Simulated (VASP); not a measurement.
## Ag: single point with r2SCAN

The system is Ag.

```xyz
2
Lattice="2.9049 0.0000 0.0000 -1.4524 2.5157 0.0000 0.0000 0.0000 4.7427" Properties=species:S:1:pos:R:3 pbc="T T T"
Ag    0.0000    1.6771    1.1857
Ag    1.4524    0.8386    3.5570
```

This isn't the form of Ag at room conditions, which is fcc.

| Quantity | Value |
| --- | --- |
| Program | VASP 6.6.1 |
| Task | single point |
| Functional | r2SCAN |
| Potentials or basis | VASP PAW PBE potentials, release 64 (Ag) |
| Cutoff | 520 eV |
| k mesh | 18 × 18 × 10 |
| Occupations | gaussian, width 0.1 eV |
| Spin | no spin polarisation |

```yaml
Pressure: 0.1 GPa
Band_gap_on_the_k_mesh: zero (bands 11 and 12 overlap by 7.92 eV)
```

Stress tensor (GPa, compression positive):
```
0.10 0.00 0.00
0.00 0.10 0.00
0.00 0.00 0.22
```

Levels at points of the mesh, in eV from the Fermi level:
```
           k point  band 7  band 8  band 9  band 10  band 11  band 12  band 13  band 14  band 15  band 16
(0.00, 0.00, 0.00)   -4.75   -4.40   -4.40    -3.40    -3.40    -0.27     3.62    16.25    18.23    18.50
(0.50, 0.00, 0.00)   -4.04   -3.26   -3.21    -3.13     0.14     1.56     7.14     7.38     9.63    10.67
(0.00, 0.00, 0.50)   -4.70   -4.70   -3.71    -3.71    -3.71    -3.71    11.45    11.45    16.62    16.62
(0.50, 0.00, 0.50)   -3.43   -3.43   -3.18    -3.18     0.88     0.88     4.66     4.66    14.05    14.05
```

Wall time 5.4 min on 1 thread of Intel(R) Xeon(R) Platinum 8259CL CPU @ 2.50GHz (Skylake/Cascade Lake), on a shared host, peak memory 0.25 GiB.

Caveat: the PAW data sets were made with another functional, which shifts forces and pressure a little.
